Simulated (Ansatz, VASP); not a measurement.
# AgI in VASP and in Ansatz

```
CELL_PARAMETERS angstrom
0.00000 3.28857 3.28857
3.28857 0.00000 3.28857
3.28857 3.28857 0.00000
ATOMIC_POSITIONS crystal
Ag 0.00000 0.00000 0.00000
I 0.25000 0.25000 0.25000
```

Alike in both runs: task single point; functional r2SCAN; k mesh 6 × 6 × 6; no spin polarisation.

|  | VASP | Ansatz |
| --- | --- | --- |
| version | VASP 6.6.1 | Ansatz 0.2.0 |
| potentials or method | VASP PAW PBE potentials, release 64 (Ag, I) | plane waves, PAW |
| plane-wave cutoff (eV) | 550 | 500 |
| occupations | gaussian, width 0.01 eV | fixed |
| valence electrons in the cell | 18 | 36 |

Ansatz gave:

- gap on the k mesh at the Fermi level (eV): 1.82
- pressure (GPa): 0.0

Q: Which values does VASP return?

A: gap on the k mesh at the Fermi level (eV): 1.79; pressure (GPa): -0.1.

VASP's potentials were made for PBE, not for r2SCAN. VASP's potentials hold 18 valence electrons a cell and Ansatz's 36, so a difference there can come from the potentials and not from the codes.

Neither program's run includes spin-orbit coupling.
